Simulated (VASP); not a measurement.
# Ru (P6_3/mmc) in VASP: notebook

The runs below take Ru through single point, with PBE.

Everything below comes from runs of VASP 6.6.1. Logs are shortened: lines on timing, memory, paths and dates and some standing lists are left out, and cuts for length are marked.

## Step 1: The cell of the first run

It takes space group P6_3/mmc (No. 194, hexagonal). The conventional cell has a = 2.724 Å, b = 2.724 Å, c = 4.286 Å, α = 90.00°, β = 90.00°, γ = 120.00°. Within 3.5 Å of Ru (site symmetry -6m2) lie 12 Ru at 2.66 to 2.72 Å.

## Step 2: Single point, PBE, collinear spin, ferromagnetic start

Contents of INCAR:

```
PREC = Accurate
ENCUT = 520
EDIFF = 1E-7
ISMEAR = -1
SIGMA = 0.05
LREAL = F
LASPH = T
NELM = 150
ALGO = Normal
ISIF = 2
LWAVE = F
LCHARG = T
ISPIN = 2
MAGMOM = 1 1
LORBIT = 11
LMAXMIX = 4
GGA = PE
LELF = T
LVHAR = T
NBANDS = 25
```

Contents of KPOINTS:

```
Automatic mesh
0
Gamma
  13 13 8
```

Contents of POSCAR:

```
Ru
1.0
    2.7238316772      0.0000000000      0.0000000000
   -1.3619158386      2.3589074281      0.0000000000
    0.0000000000      0.0000000000      4.2857282297
Ru
2
Direct
    0.3333333333      0.6666666667      0.2500000000
    0.6666666667      0.3333333333      0.7500000000
```

Potentials or basis: VASP PAW PBE potentials, release 64 (Ru_pv).

The run is started by

```bash
> cat potpaw_PBE.64/Ru_pv/POTCAR > POTCAR
> mpirun -np 1 vasp_std > vasp.out
```

OUTCAR:

```text
PREC = Accurate
   ENCUT = 520
   EDIFF = 1E-7
   ISMEAR = -1
   LREAL = F
   LASPH = T
   NELM = 150
   ISIF = 2
   ISPIN = 2
   LORBIT = 11
   GGA = PE

 ion  position               nearest neighbor table
   1  0.333  0.667  0.250-   2 2.66   2 2.66   2 2.66   2 2.66   2 2.66   2 2.66
   2  0.667  0.333  0.750-   1 2.66   1 2.66   1 2.66   1 2.66   1 2.66   1 2.66

  LATTYP: Found a hexagonal cell.
 ALAT       =     2.7238316772
 C/A-ratio  =     1.5734188957

  Lattice vectors:

 A1 = (   2.7238316772,   0.0000000000,   0.0000000000)
 A2 = (  -1.3619158386,   2.3589074281,   0.0000000000)
 A3 = (   0.0000000000,   0.0000000000,   4.2857282297)

Analysis of symmetry for initial positions (statically):
=====================================================================
 Subroutine PRICEL returns:
 Original cell was already a primitive cell.

 Routine SETGRP: Setting up the symmetry group for a
 hexagonal supercell.

 Subroutine GETGRP returns: Found 24 space group operations
 (whereof 12 operations were pure point group operations)
 out of a pool of 24 trial point group operations.

The static configuration has the point symmetry D_3d.
 The point group associated with its full space group is D_6h.

Analysis of symmetry for dynamics (positions and initial velocities):
=====================================================================
 Subroutine PRICEL returns:
 Original cell was already a primitive cell.

 Routine SETGRP: Setting up the symmetry group for a
 hexagonal supercell.

 Subroutine GETGRP returns: Found 24 space group operations
 (whereof 12 operations were pure point group operations)
 out of a pool of 24 trial point group operations.

The dynamic configuration has the point symmetry D_3d.
 The point group associated with its full space group is D_6h.

Analysis of structural, dynamic, and magnetic symmetry:
=====================================================================
 Subroutine PRICEL returns:
 Original cell was already a primitive cell.

 Routine SETGRP: Setting up the symmetry group for a
 hexagonal supercell.

 Subroutine GETGRP returns: Found 24 space group operations
 (whereof 12 operations were pure point group operations)
 out of a pool of 24 trial point group operations.

The overall configuration has the point symmetry D_3d.
 The point group associated with its full space group is D_6h.

 Subroutine INISYM returns: Found 24 space group operations
 (whereof 12 operations are pure point group operations),
 and found     1 'primitive' translations

----------------------------------------------------------------------------------------

                                     Primitive cell

  volume of cell :      27.5369

  direct lattice vectors                    reciprocal lattice vectors
     2.723831677  0.000000000  0.000000000     0.367129881  0.211962536  0.000000000
    -1.361915839  2.358907428  0.000000000     0.000000000  0.423925071  0.000000000
     0.000000000  0.000000000  4.285728230     0.000000000  0.000000000  0.233332574

  length of vectors
     2.723831677  2.723831677  4.285728230     0.423925071  0.423925071  0.233332574

  position of ions in fractional coordinates (direct lattice)
     0.333333333  0.666666667  0.250000000
     0.666666667  0.333333333  0.750000000

  ion indices of the primitive-cell ions
   primitive index   ion index
                 1           1
                 2           2

----------------------------------------------------------------------------------------

 KPOINTS: Automatic mesh

Automatic generation of k-mesh.
 Grid dimensions read from file:
 generate k-points for:   13   13    8

 Generating k-lattice:

  Cartesian coordinates                     Fractional coordinates (reciprocal lattice)
     0.028240760  0.016304810  0.000000000     0.076923077  0.000000000  0.000000000
     0.000000000  0.032609621  0.000000000     0.000000000  0.076923077  0.000000000
     0.000000000  0.000000000  0.029166572     0.000000000  0.000000000  0.125000000

  Length of vectors
     0.032609621  0.032609621  0.029166572

  Shift w.r.t. Gamma in fractional coordinates (k-lattice)
     0.000000000  0.000000000  0.000000000

 Subroutine IBZKPT returns following result:
 ===========================================

 Found    105 irreducible k-points:

 Following reciprocal coordinates:
            Coordinates               Weight
  0.000000  0.000000  0.000000      1.000000
  0.076923 -0.000000  0.000000      6.000000
  0.153846  0.000000  0.000000      6.000000
  0.230769 -0.000000  0.000000      6.000000
  0.307692  0.000000  0.000000      6.000000
  0.384615  0.000000  0.000000      6.000000
[... 16 lines left out ...]
  0.076923 -0.000000  0.125000     12.000000
  0.153846  0.000000  0.125000     12.000000
 [... further k-points ...]
   k-points           NKPTS =    105   k-points in BZ     NKDIM =    105   number of bands    NBANDS=     25
   number of dos      NEDOS =    301   number of ions     NIONS =      2
   total plane-waves  NPLWV =  12800
   dimension x,y,z NGX =    20 NGY =   20 NGZ =   32
   dimension x,y,z NGXF=    40 NGYF=   40 NGZF=   64
   ions per type =               2
   NGX,Y,Z   is equivalent  to a cutoff of  12.21, 12.21, 12.41 a.u.
   NGXF,Y,Z  is equivalent  to a cutoff of  24.41, 24.41, 24.83 a.u.
 SYSTEM =  unknown system
   PREC   = accura    normal or accurate (medium, high low for compatibility)
   ISTART =      0    job   : 0-new  1-cont  2-samecut
   ICHARG =      2    charge: 1-file 2-atom 10-const
   ISPIN  =      2    spin polarized calculation?
   LNONCOLLINEAR =      F non collinear calculations
   LSORBIT =      F    spin-orbit coupling
   LASPH  =      T    aspherical Exc in radial PAW
   ENCUT  =  520.0 eV  38.22 Ry    6.18 a.u.   5.06  5.06  7.97*2*pi/ulx,y,z
   NELM   =    150;   NELMIN=  2; NELMDL= -5     # of ELM steps
   EDIFF  = 0.1E-06   stopping-criterion for ELM
   LREAL  =      F    real-space projection
   EDIFFG = 0.1E-05   stopping-criterion for IOM
   NSW    =      0    number of steps for IOM
   IBRION =     -1    ionic relax: 0-MD 1-quasi-New 2-CG
   NFREE  =      0    steps in history (QN), initial steepest desc. (CG)
   ISIF   =      2    stress and relaxation
   ISYM   =      2    0-nonsym 1-usesym 2-fastsym
   POTIM  = 0.5000    time-step for ionic-motion
   TEBEG  =    0.0;   TEEND  =   0.0 temperature during run
   PSTRESS=    0.0 pullay stress
   NELECT =      28.0000    total number of electrons
   NUPDOWN=      -1.0000    fix difference up-down
   EMIN   =  10.00;   EMAX   =-10.00  energy-range for DOS
   EFERMI =   0.00;   METHOD = LEGACY
   ISMEAR =    -1;   SIGMA  =   0.05  broadening in eV -4-tet -1-fermi 0-gaus
   EFERMI_NEDOS =   21; number of points for ismear=-14 and -15
   IALGO  =     38    algorithm
   IMIX   =      4    mixing-type and parameters
     AMIX     =   0.40;   BMIX     =  1.00
     AMIX_MAG =   1.60;   BMIX_MAG =  1.00
  volume/ion in A,a.u.               =      13.77        92.91
  Fermi-wavevector in a.u.,A,eV,Ry     =   1.646224  3.110912 36.872513  2.710053
  Thomas-Fermi vector in A             =   2.735888
   LORBIT       =     11    0 simple, 1 ext, 2 COOP (PROOUT), +10 PAW based schemes
   GGA     = PE    functional components
   LHFCALC =     F    Hartree Fock is set to
   AEXX    =    0.0000 exact exchange contribution
   IVDW    =     0    specifies the selected vdW correction
   LEPSILON=     F    determine dielectric tensor
   LRPA    =     F    only Hartree local field effects (RPA)
 spin polarized calculation
  energy-cutoff  :      520.00
  volume of cell :       27.54
 maximum number of plane-waves:       756
   NGX = 11   NGY = 11   NGZ = 15

 number of electron      28.0000011 magnetization      -0.0002148

 number of electron      28.0000011 magnetization       0.0000093

 Free energy of the ion-electron system (eV)
  ---------------------------------------------------
  ext. energy  EPLUGINS =         0.00000000
  ---------------------------------------------------
  free energy    TOTEN  =       -18.47366610 eV

  energy without entropy =      -18.46032938  energy(sigma->0) =      -18.46699774

 E-fermi :  12.6307     XC(G=0): -14.0328

 val. band max:       12.6285974748   @ k =   0.2308   0.0769   0.2500
 cond. band min:      12.6638063335   @ k =   0.3077   0.1538   0.2500
 fundamental gap:      0.0352088587
 Fermi energy:        12.6306531931

 spin component 1

 k-point     1 :       0.0000    0.0000    0.0000
  band No.  band energies     occupation
      1     -31.0191      1.00000
      2     -30.1282      1.00000
      3     -30.1282      1.00000
      4     -29.9604      1.00000
      5     -29.9604      1.00000
      6     -29.9143      1.00000
[... 17 lines left out ...]
     24      30.7322      0.00000
     25      35.2555      0.00000
[... 621 lines left out ...]
      3     -30.1713      1.00000
      4     -30.1444      1.00000
      5     -29.9891      1.00000
      6     -29.9679      1.00000
[... 17 lines left out ...]
     24      30.8165      0.00000
     25      32.1622      0.00000

 [... further k-points ...]

 spin component 2

 k-point     1 :       0.0000    0.0000    0.0000
  band No.  band energies     occupation
      1     -31.0191      1.00000
      2     -30.1282      1.00000
      3     -30.1282      1.00000
      4     -29.9604      1.00000
      5     -29.9604      1.00000
      6     -29.9143      1.00000
[... 17 lines left out ...]
     24      30.7322      0.00000
     25      35.2557      0.00000
[... 621 lines left out ...]
      3     -30.1713      1.00000
      4     -30.1444      1.00000
      5     -29.9891      1.00000
      6     -29.9679      1.00000
[... 17 lines left out ...]
     24      30.8164      0.00000
     25      32.1700      0.00000

 [... further k-points ...]
[... 5 lines left out ...]
  --------------------------------------------------------------------------------------
  -------------------------------------------------------------------------------------
  Total       -0.0179471     -0.0179471     -0.0150226      0.0000000      0.0000000     -0.0000000
  in kB       -1.0442156     -1.0442156     -0.8740589      0.0000000      0.0000000     -0.0000000
  external PRESSURE =      -0.9874967 kB  Pullay stress =       0.0000000 kB

 VOLUME and BASIS-vectors are now :
 -----------------------------------------------------------------------------
  energy-cutoff  :      520.00
  volume of cell :       27.54
      direct lattice vectors                 reciprocal lattice vectors
     2.723831677  0.000000000  0.000000000     0.367129881  0.211962536  0.000000000
    -1.361915839  2.358907428  0.000000000     0.000000000  0.423925071  0.000000000
     0.000000000  0.000000000  4.285728230     0.000000000  0.000000000  0.233332574

 POSITION                                       TOTAL-FORCE (eV/Angst)
 -----------------------------------------------------------------------------------
     -0.00000      1.57260      1.07143        -0.000000      0.000000      0.000000
      1.36192      0.78630      3.21430         0.000000     -0.000000      0.000000
 -----------------------------------------------------------------------------------
    total drift:                                0.000000     -0.000000      0.000000

  FREE ENERGIE OF THE ION-ELECTRON SYSTEM (eV)
  ---------------------------------------------------
  free  energy   TOTEN  =       -18.4736660985 eV

  energy  without entropy=      -18.4603293831  energy(sigma->0) =      -18.46699774

 total charge

# of ion       s       p       d       tot
------------------------------------------
    1        0.400   6.304   5.937  12.641
    2        0.400   6.304   5.937  12.641
--------------------------------------------------
tot          0.800  12.609  11.874  25.283

 magnetization (x)

# of ion       s       p       d       tot
------------------------------------------
    1        0.000   0.000  -0.000   0.000
    2        0.000   0.000  -0.000   0.000
--------------------------------------------------
tot          0.000   0.000  -0.000   0.000
```

Wall time 3 min (1 thread of Intel Xeon 8259CL, shared host); peak memory 0.22 GiB.

What came out:

- Free energy: -18.4737 eV
- Pressure: -0.1 GPa
- Band gap on the k mesh: zero (filled and empty bands overlap)
- Net moment: 0.00 μB per cell
- Valence electrons inside the program's atomic spheres: Ru 12.64

Levels at points of the mesh, in eV from the Fermi level:
Spin up:
```csv
k point,band 10,band 11,band 12,band 13,band 14,band 15,band 16,band 17,band 18,band 19
"(0.00, 0.00, 0.00)",-2.59,-2.36,-1.91,-1.91,-1.45,-1.45,1.11,1.11,1.30,10.16
"(0.00, 0.00, 0.50)",-2.77,-2.77,-2.77,-2.68,-2.68,0.49,0.49,0.49,0.49,10.39
```
Spin down:
| k point | band 11 | band 12 | band 13 | band 14 | band 15 | band 16 | band 17 | band 18 |
| --- | --- | --- | --- | --- | --- | --- | --- | --- |
| (0.00, 0.00, 0.00) | -2.36 | -1.91 | -1.91 | -1.45 | -1.45 | 1.11 | 1.11 | 1.30 |
| (0.00, 0.00, 0.50) | -2.77 | -2.77 | -2.68 | -2.68 | 0.49 | 0.49 | 0.49 | 0.49 |

## Step 3: Single point, PBE

Contents of INCAR:

```
SYSTEM = Ru
  PREC = Accurate
  ENCUT = 520
  EDIFF = 1E-6
  ISMEAR = 1
  SIGMA = 0.2
  LREAL = .FALSE.
  LASPH = .TRUE.
  NELM = 80
  ALGO = Normal
  ISIF = 2
  LWAVE = .FALSE.
  LCHARG = .FALSE.
  GGA = PE
  NBANDS = 21
```

Contents of KPOINTS:

```
Automatic mesh
0
G
  13 13 7
  0 0 0
```

Contents of POSCAR:

```
Ru
1.0
    2.7235595794      0.0000000000      0.0000000000
   -1.3617797897      2.3586717845      0.0000000000
    0.0000000000      0.0000000000      4.2890849607
Ru
2
Direct
    0.3333333333      0.6666666667      0.2500000000
    0.6666666667      0.3333333333      0.7500000000
```

Potentials or basis: VASP PAW PBE potentials, release 64 (Ru_pv).

The run is started by

```bash
> cat potpaw_PBE.64/Ru_pv/POTCAR > POTCAR
> mpirun -np 1 vasp_std > vasp.out
```

It took 59 s on 1 thread of AMD EPYC 7R13, shared host; peak memory 0.13 GiB.

The run converged. Its results:

```
Free energy            : -18.4592 eV
Pressure               : -0.3 GPa
Band gap on the k mesh : zero (band 14 reaches 13.98 eV, above the bottom of band 15 at 11.05 eV)
```

Stress tensor (GPa, compression positive):
```
-0.44  0.00  0.00
 0.00 -0.44  0.00
 0.00  0.00 -0.16
```

Levels at points of the mesh, in eV from the Fermi level:
```
           k point  band 12  band 13  band 14  band 15  band 16  band 17
(0.00, 0.00, 0.00)    -1.92    -1.92    -1.44    -1.44     1.11     1.11
```

## Step 4: Single point, PBE

Contents of INCAR:

```
PREC = Accurate
ENCUT = 520
EDIFF = 1E-6
ISMEAR = 1
SIGMA = 0.3
LREAL = False
LASPH = True
NELM = 100
ALGO = Normal
ISIF = 2
LWAVE = False
LCHARG = False
GGA = PE
NBANDS = 21
```

Contents of KPOINTS:

```
regular mesh
0
Gamma
  13 13 7
```

POSCAR is that of step 3.

The run is started by

```bash
> cat potpaw_PBE.64/Ru_pv/POTCAR > POTCAR
> mpirun -np 1 vasp_std > vasp.out
```

It took 66 s on 1 thread of AMD EPYC 7R13, shared host; peak memory 0.13 GiB.

The run converged. Its results:

* Free energy: -18.4597 eV
* Pressure: -0.3 GPa
* Band gap on the k mesh: zero (band 14 reaches 13.99 eV, above the bottom of band 15 at 11.05 eV)

Stress tensor (GPa, compression positive):
```
-0.37  0.00  0.00
 0.00 -0.37  0.00
 0.00  0.00 -0.14
```

Levels at points of the mesh, in eV from the Fermi level:
```
           k point  band 11  band 12  band 13  band 14  band 15  band 16  band 17  band 18
(0.00, 0.00, 0.00)    -2.36    -1.91    -1.91    -1.43    -1.43     1.12     1.12     1.30
```

## Step 5: Single point, PBE

Contents of INCAR:

```
SYSTEM = Ru
ALGO = Normal ; EDIFF = 1E-6
ENCUT = 520 ; GGA = PE
ISIF = 2 ; ISMEAR = 1
LASPH = .True. ; LCHARG = .False.
LREAL = .False. ; LWAVE = .False.
NBANDS = 21 ; NELM = 80
PREC = Accurate ; SIGMA = 0.6
```

Contents of KPOINTS:

```
k-points
0
Gamma
  13 13 7
  0 0 0
```

POSCAR is that of step 4.

The run is started by

```bash
> cat potpaw_PBE.64/Ru_pv/POTCAR > POTCAR
> mpirun -np 1 vasp_std > vasp.out
```

Wall time 70 s (1 thread of AMD EPYC 7R13, shared host); peak memory 0.13 GiB.

The run converged. Its results:

* Free energy: -18.4597 eV
* Pressure: -0.4 GPa
* Band gap on the k mesh: zero (band 14 reaches 13.99 eV, above the bottom of band 15 at 11.05 eV)

Stress tensor (GPa, compression positive):
```
-0.61  0.00  0.00
 0.00 -0.61  0.00
 0.00  0.00 -0.12
```

Levels at points of the mesh, in eV from the Fermi level:
| k point | band 10 | band 11 | band 12 | band 13 | band 14 | band 15 | band 16 | band 17 | band 18 | band 19 |
| --- | --- | --- | --- | --- | --- | --- | --- | --- | --- | --- |
| (0.00, 0.00, 0.00) | -2.56 | -2.34 | -1.89 | -1.89 | -1.42 | -1.42 | 1.13 | 1.13 | 1.31 | 10.17 |

## Step 6: Single point, PBE

Contents of INCAR:

```
ALGO = Normal
EDIFF = 1E-6
ENCUT = 520
GGA = PE
ISIF = 2
ISMEAR = 1
LASPH = True
LCHARG = False
LREAL = False
LWAVE = False
NBANDS = 21
NELM = 100
PREC = Accurate
SIGMA = 1.0
```

Contents of KPOINTS:

```
k-points
0
Gamma
  13 13 7
```

POSCAR is that of step 5.

Potentials or basis: VASP PAW PBE potentials, release 64 (Ru_pv).

The run is started by

```bash
> cat potpaw_PBE.64/Ru_pv/POTCAR > POTCAR
> mpirun -np 1 vasp_std > vasp.out
```

It took 60 s on 1 thread of AMD EPYC 7R13, shared host; peak memory 0.13 GiB.

It converged, with:

| Quantity | Value |
| --- | --- |
| Free energy | -18.4233 eV |
| Pressure | -1.2 GPa |
| Band gap on the k mesh | zero (band 14 reaches 13.99 eV, above the bottom of band 15 at 11.04 eV) |

Stress tensor (GPa, compression positive):
```
-1.56  0.00  0.00
 0.00 -1.56  0.00
 0.00  0.00 -0.49
```

Levels at points of the mesh, in eV from the Fermi level:
```csv
k point,band 12,band 13,band 14,band 15,band 16,band 17
"(0.00, 0.00, 0.00)",-1.88,-1.88,-1.42,-1.42,1.14,1.14
```

## Step 7: Summary

| spin | cell | k mesh | smearing | gap on the mesh (eV) | pressure (GPa) |
| --- | --- | --- | --- | --- | --- |
| collinear, ferromagnetic start | a = 2.724, b = 2.724, c = 4.286 Å, angles 90.0, 90.0, 120.0°, 2 atoms | 13 × 13 × 8 | fermi-dirac 0.05 eV | none | -0.1 |
| off | a = 2.724, b = 2.724, c = 4.289 Å, angles 90.0, 90.0, 120.0°, 2 atoms | 13 × 13 × 7 | methfessel-paxton 0.2 eV | none | -0.3 |
| off | a = 2.724, b = 2.724, c = 4.289 Å, angles 90.0, 90.0, 120.0°, 2 atoms | 13 × 13 × 7 | methfessel-paxton 0.3 eV | none | -0.3 |
| off | a = 2.724, b = 2.724, c = 4.289 Å, angles 90.0, 90.0, 120.0°, 2 atoms | 13 × 13 × 7 | methfessel-paxton 0.6 eV | none | -0.4 |
| off | a = 2.724, b = 2.724, c = 4.289 Å, angles 90.0, 90.0, 120.0°, 2 atoms | 13 × 13 × 7 | methfessel-paxton 1 eV | none | -1.2 |

Alike in all rows: task single point; level PBE; potentials or basis VASP PAW PBE potentials, release 64 (Ru_pv); cutoff (eV) 520.

Total energies depend on the potentials used, so only differences within one code and one set of settings carry meaning.
